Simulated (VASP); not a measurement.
# BAs (I-4m2) in VASP: further runs, part 2 of 2

VASP 6.6.1. The steps go on from the part before.

### Step 3. Single point, HSE06 (uniaxial x strain -4.8%)

File POSCAR:

```
BAs
1.0
    0.0000000000      2.3918699019      2.3918699019
    2.2775385206      0.0000000000      2.3918699019
    2.2775385206      2.3918699019      0.0000000000
B As
1 1
Direct
    0.0000000000      0.0000000000      0.0000000000
    0.2500000000      0.2500000000      0.2500000000
```

File INCAR.step1:

```
SYSTEM = BAs
PREC = Accurate ; ENCUT = 520
EDIFF = 1E-5 ; ISMEAR = 0
SIGMA = 0.01 ; LREAL = .FALSE.
LASPH = .TRUE. ; NELM = 100
ALGO = Normal ; ISIF = 2
LWAVE = .TRUE. ; LCHARG = .FALSE.
GGA = PE ; NBANDS = 11
```

File INCAR.step2:

```
SYSTEM = BAs
PREC = Accurate ; ENCUT = 520
EDIFF = 1E-6 ; ISMEAR = 0
SIGMA = 0.01 ; LREAL = .FALSE.
LASPH = .TRUE. ; NELM = 100
ALGO = Normal ; ISIF = 2
LWAVE = .FALSE. ; LCHARG = .FALSE.
GGA = PE ; LHFCALC = .TRUE.
HFSCREEN = 0.2079 ; PRECFOCK = Normal
ISTART = 1 ; NBANDS = 11
```

File KPOINTS:

```
Automatic mesh
0
G
  6 6 6
  0 0 0
```

Potentials or basis: VASP PAW PBE potentials, release 64 (B, As).

Command:

```console
$ cat potpaw_PBE.64/B/POTCAR potpaw_PBE.64/As/POTCAR > POTCAR
$ cp INCAR.step1 INCAR
$ mpirun -np 1 vasp_std > vasp.out
$ cp INCAR.step2 INCAR
$ mpirun -np 1 vasp_std > vasp.out
```

OUTCAR:

```text
SYSTEM = BAs
   PREC = Accurate
   ENCUT = 520
   EDIFF = 1E-6
   ISMEAR = 0
   LREAL = .FALSE.
   LASPH = .TRUE.
   NELM = 100
   ISIF = 2
   GGA = PE
   LHFCALC = .TRUE.
   HFSCREEN = 0.2079
   PRECFOCK = Normal
   ISTART = 1

 ion  position               nearest neighbor table
   1  0.000  0.000  0.000-   2 2.04   2 2.04   2 2.04   2 2.04
   2  0.250  0.250  0.250-   1 2.04   1 2.04   1 2.04   1 2.04

  LATTYP: Found a body centered tetragonal cell.
 ALAT       =     3.3826148547
 C/A-ratio  =     1.3466141541

  Lattice vectors:

 A1 = (  -2.2775385206,   0.0000000000,  -2.3918699019)
 A2 = (  -2.2775385206,   0.0000000000,   2.3918699019)
 A3 = (   2.2775385206,   2.3918699019,   0.0000000000)

Analysis of symmetry for initial positions (statically):
=====================================================================
 Subroutine PRICEL returns:
 Original cell was already a primitive cell.

 Routine SETGRP: Setting up the symmetry group for a
 body centered tetragonal supercell.

 Subroutine GETGRP returns: Found  8 space group operations
 (whereof  8 operations were pure point group operations)
 out of a pool of 16 trial point group operations.

The static configuration has the point symmetry D_2d.

Analysis of symmetry for dynamics (positions and initial velocities):
=====================================================================
 Subroutine PRICEL returns:
 Original cell was already a primitive cell.

 Routine SETGRP: Setting up the symmetry group for a
 body centered tetragonal supercell.

 Subroutine GETGRP returns: Found  8 space group operations
 (whereof  8 operations were pure point group operations)
 out of a pool of 16 trial point group operations.

The dynamic configuration has the point symmetry D_2d.

 Subroutine INISYM returns: Found  8 space group operations
 (whereof  8 operations are pure point group operations),
 and found     1 'primitive' translations

[... 124 lines left out ...]
   NKREDY  =     1    reduce k-point grid by
   NKREDZ  =     1    reduce k-point grid by
   AEXX    =    0.2500 exact exchange contribution
   HFSCREEN=    0.2079 screening length (either q_TF or 0.3 A-1)
   HFSCREENC=   0.2079 screening length for correlation (either q_TF or 0.3 A-1)
   ENCUTFOCK=  -1.0 apply spherical cutoff to Coloumb kernel
   IVDW    =     0    specifies the selected vdW correction
   LEPSILON=     F    determine dielectric tensor
   LRPA    =     F    only Hartree local field effects (RPA)
 non-spin polarized calculation
 Gauss-broadening in eV      SIGMA  =   0.01
  energy-cutoff  :      520.00
  volume of cell :       26.06
 maximum number of plane-waves:       717
 NGX is ok and might be reduce to    28
  NGX = 20; NGY = 20; NGZ = 20

 number of electron       8.0000000 magnetization

 Free energy of the ion-electron system (eV)
  ---------------------------------------------------
  ext. energy  EPLUGINS =         0.00000000
  ---------------------------------------------------
  free energy    TOTEN  =       -13.19233683 eV

  energy without entropy =      -13.19233683  energy(sigma->0) =      -13.19233683

 E-fermi :   6.5988     XC(G=0):  -8.9130

 val. band max:        6.5426649626   @ k =   0.0000   0.0000   0.0000
 cond. band min:       7.6822221021   @ k =   0.0000   0.3333   0.3333
 fundamental gap:      1.1395571395
 Fermi energy:         6.5987645645

 k-point     1 :       0.0000    0.0000    0.0000
  band No.  band energies     occupation
      1     -11.1794      2.00000
      2       6.0565      2.00000
      3       6.0565      2.00000
      4       6.5427      2.00000
      5      10.1908      0.00000
      6      10.5183      0.00000
      7      10.5183      0.00000
      8      12.6903      0.00000
      9      17.1003      0.00000
     10      19.7544      0.00000
     11      21.0008      0.00000
[... 309 lines left out ...]
 k-point    24 :       0.3333   -0.3333    0.1667
  band No.  band energies     occupation
      1      -6.7275      2.00000
      2      -3.0153      2.00000
      3      -0.0372      2.00000
      4       1.8214      2.00000
      5      11.9482      0.00000
      6      13.2422      0.00000
      7      15.5271      0.00000
      8      17.1172      0.00000
      9      17.4337      0.00000
     10      21.9020      0.00000
     11      23.9783      0.00000

 [... further k-points ...]
[... 5 lines left out ...]
  --------------------------------------------------------------------------------------
  -------------------------------------------------------------------------------------
  Total        2.1911606      0.4879680      0.4879680      0.0000000      0.0000000      0.0000000
  in kB      134.7143780     30.0006774     30.0006774      0.0000000      0.0000000      0.0000000
  external PRESSURE =      64.9052443 kB  Pullay stress =       0.0000000 kB

 VOLUME and BASIS-vectors are now :
 -----------------------------------------------------------------------------
  energy-cutoff  :      520.00
  volume of cell :       26.06
      direct lattice vectors                 reciprocal lattice vectors
     0.000000000  2.391869902  2.391869902    -0.219535255  0.209041470  0.209041470
     2.277538521  0.000000000  2.391869902     0.219535255 -0.209041470  0.209041470
     2.277538521  2.391869902  0.000000000     0.219535255  0.209041470 -0.209041470

 POSITION                                       TOTAL-FORCE (eV/Angst)
 -----------------------------------------------------------------------------------
      0.00000      0.00000      0.00000         0.000000     -0.000000     -0.000000
      1.13877      1.19593      1.19593         0.000000      0.000000      0.000000
 -----------------------------------------------------------------------------------
    total drift:                                0.000000     -0.000000     -0.000000

  FREE ENERGIE OF THE ION-ELECTRON SYSTEM (eV)
  ---------------------------------------------------
  free  energy   TOTEN  =       -13.1923368250 eV

  energy  without entropy=      -13.1923368250  energy(sigma->0) =      -13.19233683
```

OUTCAR.step1:

```text
SYSTEM = BAs
   PREC = Accurate
   ENCUT = 520
   EDIFF = 1E-5
   ISMEAR = 0
   LREAL = .FALSE.
   LASPH = .TRUE.
[... 559 lines left out ...]
      0.00000      0.00000      0.00000         0.000000      0.000000      0.000000
      1.13877      1.19593      1.19593        -0.000000     -0.000000     -0.000000
 -----------------------------------------------------------------------------------
    total drift:                               -0.000000     -0.000000     -0.000000

  FREE ENERGIE OF THE ION-ELECTRON SYSTEM (eV)
  ---------------------------------------------------
  free  energy   TOTEN  =       -11.3097639478 eV

  energy  without entropy=      -11.3097639478  energy(sigma->0) =      -11.30976395
```

OSZICAR.step1:

```text
N       E                     dE             d eps       ncg     rms          rms(c)
DAV:   1     0.124077522172E+02    0.12408E+02   -0.38329E+03   660   0.649E+02
DAV:   2    -0.113706796173E+02   -0.23778E+02   -0.22641E+02   871   0.107E+02
DAV:   3    -0.120403787727E+02   -0.66970E+00   -0.66789E+00   825   0.165E+01
DAV:   4    -0.120420777566E+02   -0.16990E-02   -0.16989E-02   749   0.932E-01
DAV:   5    -0.120420802129E+02   -0.24563E-05   -0.24563E-05   786   0.378E-02    0.526E+00
DAV:   6    -0.113880663916E+02    0.65401E+00   -0.17275E+00   699   0.548E+00    0.255E+00
DAV:   7    -0.113168426826E+02    0.71224E-01   -0.22783E-01   787   0.233E+00    0.103E+00
DAV:   8    -0.113092961401E+02    0.75465E-02   -0.21564E-02   744   0.844E-01    0.104E-01
DAV:   9    -0.113096053701E+02   -0.30923E-03   -0.75615E-04   777   0.164E-01    0.640E-02
DAV:  10    -0.113097588093E+02   -0.15344E-03   -0.19073E-04   728   0.851E-02    0.126E-02
DAV:  11    -0.113097639478E+02   -0.51384E-05   -0.47387E-06   734   0.149E-02
   1 F= -.11309764E+02 E0= -.11309764E+02  d E =-.348161E-29
```

Wall time 16 min (1 thread of Intel Xeon Platinum 8259CL at 2.50GHz (Skylake/Cascade Lake), shared host); peak memory 0.27 GiB.

What came out:

- Free energy: -13.1923 eV
- Pressure: 6.5 GPa
- Band gap on the k mesh: 1.14 eV (least direct gap 3.65 eV)

Caveat: the cell differs from its parent crystal (uniaxial x strain -4.8%); the stress differs along the axes, from 3 to 13 GPa; the PAW data sets were made with another functional, which shifts forces and pressure a little. A k mesh can miss the band edges.
